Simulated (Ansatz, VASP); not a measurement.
## One calculation of Cu3N, two programs

File INCAR:

```
PREC = Accurate
ENCUT = 600
EDIFF = 1E-7
ISMEAR = -1
SIGMA = 0.1
LREAL = False
LASPH = True
NELM = 120
ALGO = Normal
ISIF = 3
LWAVE = False
LCHARG = False
GGA = PS
IBRION = 2
NSW = 80
EDIFFG = -0.01
GGA_COMPAT = False
NELMIN = 4
```

Contents of KPOINTS:

```
regular mesh
0
Gamma
  8 8 8
```

POSCAR

```
Cu3N
1.0
    3.8070000000      0.0000000000      0.0000000000
    0.0000000000      3.8070000000      0.0000000000
    0.0000000000      0.0000000000      3.8070000000
Cu N
3 1
Direct
    0.5000000000      0.0000000000      0.0000000000
    0.0000000000      0.5000000000      0.0000000000
    0.0000000000      0.0000000000      0.5000000000
    0.0000000000      0.0000000000      0.0000000000
```

Input for Ansatz:

```yaml
crystal:
  lattice:
    - [3.807, 0.0, 0.0]
    - [0.0, 3.807, 0.0]
    - [0.0, 0.0, 3.807]
  atoms:
    - { symbol: Cu, position: [0.5, 0.0, 0.0] }
    - { symbol: Cu, position: [0.0, 0.5, 0.0] }
    - { symbol: Cu, position: [0.0, 0.0, 0.5] }
    - { symbol: "N", position: [0.0, 0.0, 0.0] }
  symmetry: { tolerance: 0.0003 }
hamiltonian:
  xc: pbesol
  pseudopotentials: { kind: paw, azcp: { folder: soft_1 } }
basis:
  ecutwfc: 420
magnetization:
  spin_polarized: false
scf:
  occupations: { method: fermi_dirac, width: 0.1 }
kpoints:
  mp_grid: { grid: [8, 8, 8], shift: [0, 0, 0] }
output:
  forces: true
  stress: true
  eigenvalues: true
relax:
  max_steps: 60
  cell: {}
```

Alike in both runs: task relaxation of cell and atoms; functional PBEsol; k mesh 8 × 8 × 8; occupations fermi-dirac, width 0.1 eV; no spin polarisation.

```csv
,VASP,Ansatz
version,VASP 6.6.1,Ansatz 0.2.0
potentials or method,"VASP PAW PBE potentials, release 64 (Cu, N), cutoff 600 eV",PAW plane waves
valence electrons in the cell,38,62
```

VASP gave:

```
relaxed volume (Å³/atom)                                     : 13.39
relaxed cell length with the largest relative difference (Å) : 3.770
```

**Question.** What did Ansatz give for the same quantities?

**Answer.** Relaxed volume (Å³/atom): 13.34; relaxed cell length with the largest relative difference (Å): 3.764.

VASP's potentials were made for PBE, not for PBEsol, and Ansatz warns of the same on its side. VASP's potentials hold 38 valence electrons a cell and Ansatz's 62, so a difference there can come from the potentials and not from the codes.
